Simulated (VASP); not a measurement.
**Ir: single point with PBE**

Ir:

```
Ir
1.0
     0.00000    1.86081    1.95906
     1.86081    0.00000    1.95906
     1.86081    1.86081    0.00000
Ir
1
Direct
  0.00000 0.00000 0.00000
```

| Property | Result |
| --- | --- |
| Program | VASP 6.6.1 |
| Task | single point |
| Functional | PBE |
| Potentials or basis | VASP PAW PBE potentials, release 64 (Ir) |
| Cutoff | 520 eV |
| k mesh | 22 × 22 × 22 |
| Occupations | gaussian, width 0.15 eV |
| Spin | no spin polarisation |

* Pressure: 28.8 GPa
* Band gap on the k mesh: zero (an odd number of electrons rules out a gap without spin polarisation)

Stress tensor (GPa, compression positive):
```
36.22  0.00  0.00
 0.00 36.22  0.00
 0.00  0.00 13.89
```

Levels at points of the mesh, in eV from the Fermi level:
| k point | band 2 | band 3 | band 4 | band 5 | band 6 | band 7 |
| --- | --- | --- | --- | --- | --- | --- |
| (0.00, 0.00, 0.00) | -4.58 | -3.85 | -3.85 | -1.75 | -0.76 | 14.31 |
| (0.50, 0.00, 0.00) | -4.59 | -3.85 | -0.83 | 0.82 | 1.19 | 7.77 |
| (0.50, 0.50, 0.00) | -7.75 | 1.00 | 1.05 | 1.58 | 1.58 | 10.18 |
| (0.50, 0.00, 0.50) | -7.78 | 0.90 | 1.26 | 2.03 | 2.12 | 11.32 |

It took 45 s on 1 thread of Intel(R) Xeon(R) 6975P-C (Granite Rapids) (shared host), peak memory 0.23 GiB.

Caveat: the cell stands under pressure; spin-orbit coupling is left out, which moves the levels of the heavy elements.
